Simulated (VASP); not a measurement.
Input of a VASP 6.6.1 run:

File INCAR:

```
PREC = Accurate ; ENCUT = 520
EDIFF = 1E-6 ; ISMEAR = 0
SIGMA = 0.1 ; LREAL = F
LASPH = T ; NELM = 150
ALGO = Normal ; ISIF = 2
LWAVE = F ; LCHARG = T
ISPIN = 2 ; MAGMOM = 0 0 0 0 0 0 1 1 1 1
LORBIT = 11 ; GGA = PE
LELF = T ; LVHAR = T
NBANDS = 35
```

Contents of KPOINTS:

```
regular mesh
0
Gamma
  6 6 2
```

POSCAR

```
Si3C2
1.0
    2.9085664889      0.0000000000      0.0000000000
   -1.4542832445      2.5188924680      0.0000000000
    0.0000000000      0.0000000000     14.4487273427
Si C
6 4
Direct
    0.3333333333      0.6666666667      0.4160744454
    0.3333333333      0.6666666667      0.5839255546
    0.6666666667      0.3333333333      0.9146792549
    0.6666666667      0.3333333333      0.0853207451
    0.6666666667      0.3333333333      0.2596353112
    0.6666666667      0.3333333333      0.7403646888
    0.3333333333      0.6666666667      0.8013714168
    0.3333333333      0.6666666667      0.0000000000
    0.3333333333      0.6666666667      0.1986285832
    0.6666666667      0.3333333333      0.5000000000
```

Potentials or basis: VASP PAW PBE potentials, release 64 (Si, C).

Launch:

```sh
$ cat potpaw_PBE.64/Si/POTCAR potpaw_PBE.64/C/POTCAR > POTCAR
$ mpirun -np 1 vasp_std > vasp.out
```

**Question.** Predict the band gap on the k mesh.

**Answer.** Zero (filled and empty bands overlap).

**Question.** Predict the net moment.

**Answer.** 0.00 μB per cell.

Forces on the atoms (eV/Å):
```
Si   0.000  0.000  0.029
Si   0.000  0.000 -0.029
Si   0.000  0.000 -0.008
Si   0.000  0.000  0.008
Si   0.000  0.000 -0.021
Si   0.000  0.000  0.021
C    0.000  0.000  0.000
C    0.000  0.000  0.000
C    0.000  0.000  0.000
C    0.000  0.000  0.000
```

Caveat: the k points lie up to 0.42 Å⁻¹ apart.
